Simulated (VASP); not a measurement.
# Rh (Fm-3m) in VASP: notebook, part 2 of 2

VASP 6.6.1. The steps go on from the part before.

**3. Single point, r2SCAN (volume scaled by 0.72)**

POSCAR

```
Rh
1.0
    0.0000000000      1.7035319727      1.7035319727
    1.7035319727      0.0000000000      1.7035319727
    1.7035319727      1.7035319727      0.0000000000
Rh
1
Direct
    0.0000000000      0.0000000000      0.0000000000
```

INCAR.step1

```
SYSTEM = Rh
PREC = Accurate
ENCUT = 520
ISMEAR = -1
SIGMA = 0.1
LREAL = .False.
LASPH = .True.
NELM = 60
NBANDS = 14
GGA = PE
ALGO = Normal
EDIFF = 1E-4
LWAVE = .True.
LCHARG = .False.
```

INCAR.step2

```
SYSTEM = Rh
PREC = Accurate
ENCUT = 520
EDIFF = 1E-7
ISMEAR = -1
SIGMA = 0.1
LREAL = .False.
LASPH = .True.
NELM = 60
ALGO = Normal
ISIF = 2
LWAVE = .False.
LCHARG = .False.
METAGGA = R2SCAN
LMIXTAU = .True.
NBANDS = 14
ISTART = 1
```

KPOINTS

```
regular mesh
0
Gamma
  17 17 17
  0 0 0
```

Potentials or basis: VASP PAW PBE potentials, release 64 (Rh_pv).

Command:

```console
> cat potpaw_PBE.64/Rh_pv/POTCAR > POTCAR
> cp INCAR.step1 INCAR
> mpirun -np 1 vasp_std > vasp.out
> cp INCAR.step2 INCAR
> mpirun -np 1 vasp_std > vasp.out
```

OUTCAR:

```text
SYSTEM = Rh
   PREC = Accurate
   ENCUT = 520
   EDIFF = 1E-7
   ISMEAR = -1
   LREAL = .False.
   LASPH = .True.
   NELM = 60
   ISIF = 2
   METAGGA = R2SCAN
   ISTART = 1

 ion  position               nearest neighbor table
   1  0.000  0.000  0.000-

  LATTYP: Found a face centered cubic cell.
 ALAT       =     3.4070639454

  Lattice vectors:

 A1 = (   0.0000000000,   1.7035319727,   1.7035319727)
 A2 = (   1.7035319727,   0.0000000000,   1.7035319727)
 A3 = (   1.7035319727,   1.7035319727,   0.0000000000)

Analysis of symmetry for initial positions (statically):
=====================================================================
 Subroutine PRICEL returns:
 Original cell was already a primitive cell.

 Routine SETGRP: Setting up the symmetry group for a
 face centered cubic supercell.

 Subroutine GETGRP returns: Found 48 space group operations
 (whereof 48 operations were pure point group operations)
 out of a pool of 48 trial point group operations.

The static configuration has the point symmetry O_h .

Analysis of symmetry for dynamics (positions and initial velocities):
[... 162 lines left out ...]
 Fermi energy:        18.9284992970

 k-point     1 :       0.0000    0.0000    0.0000
  band No.  band energies     occupation
      1     -29.4738      2.00000
      2     -29.4738      2.00000
      3     -29.4738      2.00000
      4       8.2017      2.00000
      5      13.6470      2.00000
      6      13.6470      2.00000
      7      13.6470      2.00000
      8      17.2023      2.00000
      9      17.2023      2.00000
     10      34.6924      0.00000
     11      36.1151      0.00000
     12      42.5871      0.00000
     13      42.5871      0.00000
     14      42.5871      0.00000
[... 377 lines left out ...]
      1     -29.9408      2.00000
      2     -29.5918      2.00000
      3     -29.5103      2.00000
      4       9.3758      2.00000
      5      13.0297      2.00000
      6      14.1205      2.00000
      7      14.2157      2.00000
      8      16.5835      2.00000
      9      17.3056      2.00000
     10      36.1148      0.00000
     11      36.7793      0.00000
     12      39.3777      0.00000
     13      43.7543      0.00000
     14      45.1816      0.00000

 [... further k-points ...]
[... 5 lines left out ...]
  --------------------------------------------------------------------------------------
  -------------------------------------------------------------------------------------
  Total       13.1926117     13.1926117     13.1926117     -0.0000000     -0.0000000      0.0000000
  in kB     2137.7676365   2137.7676365   2137.7676365     -0.0000000     -0.0000000      0.0000000
  external PRESSURE =    2137.7676365 kB  Pullay stress =       0.0000000 kB

 VOLUME and BASIS-vectors are now :
 -----------------------------------------------------------------------------
  energy-cutoff  :      520.00
  volume of cell :        9.89
      direct lattice vectors                 reciprocal lattice vectors
     0.000000000  1.703531973  1.703531973    -0.293507846  0.293507846  0.293507846
     1.703531973  0.000000000  1.703531973     0.293507846 -0.293507846  0.293507846
     1.703531973  1.703531973  0.000000000     0.293507846  0.293507846 -0.293507846

 POSITION                                       TOTAL-FORCE (eV/Angst)
 -----------------------------------------------------------------------------------
      0.00000      0.00000      0.00000         0.000000     -0.000000      0.000000
 -----------------------------------------------------------------------------------
    total drift:                                0.000000     -0.000000      0.000000

  FREE ENERGIE OF THE ION-ELECTRON SYSTEM (eV)
  ---------------------------------------------------
  free  energy   TOTEN  =       -22.2759109692 eV

  energy  without entropy=      -22.2555958882  energy(sigma->0) =      -22.26575343
```

OUTCAR.step1:

```text
SYSTEM = Rh
   PREC = Accurate
   ENCUT = 520
   ISMEAR = -1
   LREAL = .False.
   LASPH = .True.
[... 625 lines left out ...]
 -----------------------------------------------------------------------------------
      0.00000      0.00000      0.00000         0.000000      0.000000      0.000000
 -----------------------------------------------------------------------------------
    total drift:                                0.000000     -0.000000      0.000000

  FREE ENERGIE OF THE ION-ELECTRON SYSTEM (eV)
  ---------------------------------------------------
  free  energy   TOTEN  =        -5.2619676862 eV

  energy  without entropy=       -5.2405294677  energy(sigma->0) =       -5.25124858
```

OSZICAR.step1:

```text
N       E                     dE             d eps       ncg     rms          rms(c)
DAV:   1     0.119627664237E+03    0.11963E+03   -0.85434E+03  4666   0.122E+03
DAV:   2    -0.418940750793E+01   -0.12382E+03   -0.11797E+03  5256   0.354E+02
DAV:   3    -0.561372015725E+01   -0.14243E+01   -0.14225E+01  5130   0.411E+01
DAV:   4    -0.561740909535E+01   -0.36889E-02   -0.36889E-02  5112   0.214E+00
DAV:   5    -0.561742983220E+01   -0.20737E-04   -0.20737E-04  5036   0.141E-01    0.249E+01
DAV:   6    -0.531731270455E+01    0.30012E+00   -0.28252E-01  4806   0.817E+00    0.123E+01
DAV:   7    -0.526643594108E+01    0.50877E-01   -0.50450E-02  5190   0.333E+00    0.270E+00
DAV:   8    -0.526204349671E+01    0.43924E-02   -0.84014E-03  4686   0.138E+00    0.277E-01
DAV:   9    -0.526196768615E+01    0.75811E-04   -0.52375E-05  3362   0.107E-01
   1 F= -.52619677E+01 E0= -.52512486E+01  d E =-.214382E-01
```

Wall time 55 s (1 thread of AMD EPYC 9R45 (Zen 5), shared host); peak memory 0.1 GiB.

Results:

```
Free energy : -22.2759 eV
Pressure    : 213.8 GPa
```

Caveat: the PAW data sets were made with another functional, which shifts forces and pressure a little.

**4. Single point, r2SCAN (volume scaled by 0.8)**

POSCAR

```
Rh
1.0
    0.0000000000      1.7644233068      1.7644233068
    1.7644233068      0.0000000000      1.7644233068
    1.7644233068      1.7644233068      0.0000000000
Rh
1
Direct
    0.0000000000      0.0000000000      0.0000000000
```

INCAR.step1

```
ALGO     = Normal         # electronic algorithm
EDIFF    = 1E-4           # SCF threshold, eV
ENCUT    = 520            # plane-wave cutoff, eV
GGA      = PE             # functional
ISMEAR   = -1             # smearing method
LASPH    = True           # aspherical terms in the spheres
LCHARG   = False          # write CHGCAR
LREAL    = False          # projectors in reciprocal space
LWAVE    = True           # write WAVECAR
NBANDS   = 14             # bands
NELM     = 100            # most SCF steps
PREC     = Accurate       # precision mode
SIGMA    = 0.1            # smearing width, eV
```

INCAR.step2

```
ALGO     = Normal         # electronic algorithm
EDIFF    = 1E-6           # SCF threshold, eV
ENCUT    = 520            # plane-wave cutoff, eV
ISIF     = 2              # what is computed and relaxed
ISMEAR   = -1             # smearing method
ISTART   = 1            
LASPH    = True           # aspherical terms in the spheres
LCHARG   = True           # write CHGCAR
LELF     = True           # ELF
LMIXTAU  = True         
LREAL    = False          # projectors in reciprocal space
LVHAR    = True         
LWAVE    = False          # write WAVECAR
METAGGA  = R2SCAN         # meta-GGA
NBANDS   = 14             # bands
NELM     = 100            # most SCF steps
PREC     = Accurate       # precision mode
SIGMA    = 0.1            # smearing width, eV
```

KPOINTS

```
k-points
0
Gamma
  17 17 17
```

Command:

```console
> cat potpaw_PBE.64/Rh_pv/POTCAR > POTCAR
> cp INCAR.step1 INCAR
> mpirun -np 1 vasp_std > vasp.out
> cp INCAR.step2 INCAR
> mpirun -np 1 vasp_std > vasp.out
```

It took 58 s on 1 thread of AMD EPYC 9R45 (Zen 5), shared host; peak memory 0.11 GiB.

It converged, with:

```yaml
Free_energy: -23.3678 eV
Pressure: 113.0 GPa
```

Levels at points of the mesh, in eV from the Fermi level:
```
           k point  band 3  band 4  band 5  band 6  band 7  band 8  band 9  band 10  band 11  band 12
(0.00, 0.00, 0.00)  -48.19   -9.92   -4.49   -4.49   -4.49   -1.48   -1.48    16.24    17.24    23.40
```

Caveat: the PAW data sets were made with another functional, which shifts forces and pressure a little.

**5. Single point, r2SCAN (volume scaled by 0.88)**

POSCAR

```
Rh
1.0
    0.0000000000      1.8213790949      1.8213790949
    1.8213790949      0.0000000000      1.8213790949
    1.8213790949      1.8213790949      0.0000000000
Rh
1
Direct
    0.0000000000      0.0000000000      0.0000000000
```

INCAR.step1

```
ALGO = Normal
EDIFF = 1E-4
ENCUT = 520
GGA = PE
ISMEAR = -1
LASPH = T
LCHARG = F
LREAL = F
LWAVE = T
NBANDS = 14
NELM = 80
PREC = Accurate
SIGMA = 0.1
```

INCAR.step2

```
ALGO = Normal
EDIFF = 1E-6
ENCUT = 520
ISIF = 2
ISMEAR = -1
ISTART = 1
LASPH = T
LCHARG = F
LMIXTAU = T
LREAL = F
LWAVE = F
METAGGA = R2SCAN
NBANDS = 14
NELM = 80
PREC = Accurate
SIGMA = 0.1
```

KPOINTS is that of step 4.

Command:

```console
> cat potpaw_PBE.64/Rh_pv/POTCAR > POTCAR
> cp INCAR.step1 INCAR
> mpirun -np 1 vasp_std > vasp.out
> cp INCAR.step2 INCAR
> mpirun -np 1 vasp_std > vasp.out
```

It took 59 s on 1 thread of AMD EPYC 9R45 (Zen 5), shared host; peak memory 0.12 GiB.

The run converged. Its results:

* Free energy: -23.9163 eV
* Pressure: 51.8 GPa

Levels at points of the mesh, in eV from the Fermi level:
```csv
k point,band 3,band 4,band 5,band 6,band 7,band 8,band 9,band 10,band 11,band 12
"(0.00, 0.00, 0.00)",-48.01,-9.18,-3.87,-3.87,-3.87,-1.28,-1.28,16.53,17.29,23.07
```

Caveat: the PAW data sets were made with another functional, which shifts forces and pressure a little.

**6. Single point, r2SCAN (volume scaled by 0.94)**

POSCAR

```
Rh
1.0
    0.0000000000      1.8618673726      1.8618673726
    1.8618673726      0.0000000000      1.8618673726
    1.8618673726      1.8618673726      0.0000000000
Rh
1
Direct
    0.0000000000      0.0000000000      0.0000000000
```

INCAR.step1

```
ALGO = Normal ; EDIFF = 1E-4
ENCUT = 520 ; GGA = PE
ISMEAR = -1 ; LASPH = True
LCHARG = False ; LREAL = False
LWAVE = True ; NBANDS = 14
NELM = 60 ; PREC = Accurate
SIGMA = 0.1
```

INCAR.step2

```
ALGO = Normal ; EDIFF = 1E-6
ENCUT = 520 ; ISIF = 2
ISMEAR = -1 ; ISTART = 1
LASPH = True ; LCHARG = True
LELF = True ; LMIXTAU = True
LREAL = False ; LVHAR = True
LWAVE = False ; METAGGA = R2SCAN
NBANDS = 14 ; NELM = 60
PREC = Accurate ; SIGMA = 0.1
```

KPOINTS is that of step 5.

Potentials or basis: VASP PAW PBE potentials, release 64 (Rh_pv).

Command:

```console
> cat potpaw_PBE.64/Rh_pv/POTCAR > POTCAR
> cp INCAR.step1 INCAR
> mpirun -np 1 vasp_std > vasp.out
> cp INCAR.step2 INCAR
> mpirun -np 1 vasp_std > vasp.out
```

It took 63 s on 1 thread of AMD EPYC 9R45 (Zen 5), shared host; peak memory 0.12 GiB.

The run converged. Its results:

- Free energy: -24.1017 eV
- Pressure: 21.9 GPa

Levels at points of the mesh, in eV from the Fermi level:
```
           k point  band 3  band 4  band 5  band 6  band 7  band 8  band 9  band 10  band 11  band 12
(0.00, 0.00, 0.00)  -47.89   -8.66   -3.49   -3.49   -3.49   -1.16   -1.16    16.65    17.33    22.78
```

Caveat: the PAW data sets were made with another functional, which shifts forces and pressure a little.

**7. The runs side by side**

```tsv
cell	gap on the mesh (eV)	pressure (GPa)
a = 2.316 Å, angles 60.0°, 1 atom	none	384.3
a = 2.409 Å, angles 60.0°, 1 atom	none	213.8
a = 2.495 Å, angles 60.0°, 1 atom	none	113.0
a = 2.576 Å, angles 60.0°, 1 atom	none	51.8
a = 2.633 Å, angles 60.0°, 1 atom	none	21.9
```

Alike in all rows: task single point; level r2SCAN; potentials or basis VASP PAW PBE potentials, release 64 (Rh_pv); no spin polarisation; k mesh 17 × 17 × 17; cutoff (eV) 520; smearing fermi-dirac 0.1 eV.

Caveats: the PAW data sets were made with another functional, which shifts forces and pressure a little.

Total energies depend on the potentials used, so only differences within one code and one set of settings carry meaning.
